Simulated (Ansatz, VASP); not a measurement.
**One calculation of Si4GePt, two programs**

```
Si Ge Pt
1.0
     4.79947    0.00000    0.00000
    -2.39974    4.15647    0.00000
     0.00000    0.00000    4.99563
Si Ge Pt
4 1 1
Cartesian
  0.0000 2.7710 1.0495
  0.0000 2.7710 3.9462
  2.3997 1.3855 3.9462
  2.3997 1.3855 1.0495
  0.0000 0.0000 0.0000
  0.0000 0.0000 2.4978
```

Alike in both runs: task single point; functional PBE; k mesh 6 × 6 × 4; occupations gaussian, width 0.1 eV; no spin polarisation.

|  | VASP | Ansatz |
| --- | --- | --- |
| version | VASP 6.6.1 | Ansatz 0.2.0 |
| potentials or method | VASP PAW PBE potentials, release 64 (Si, Ge_d, Pt), cutoff 520 eV | scalar-relativistic, plane waves, PAW |
| valence electrons in the cell | 40 | 48 |

```csv
,VASP,Ansatz,Ansatz less VASP
gap on the k mesh at the Fermi level (eV),none,none,-
pressure (GPa),5.2,5.3,+0.08
"traceless stress, the component that is largest in VASP (GPa)",19.84,19.86,+0.027
rms of the force components (eV/Å),2.220,2.231,+0.0102
```

Atom by atom the forces differ by 0.010 eV/Å (rms over components). A gap of «none» marks a metal or a gap that the smearing closes. The functional is the same, so the differences come from potentials, cutoffs and numerics. VASP's potentials hold 40 valence electrons a cell and Ansatz's 48, so a difference there can come from the potentials and not from the codes.

Spin-orbit coupling is off throughout.
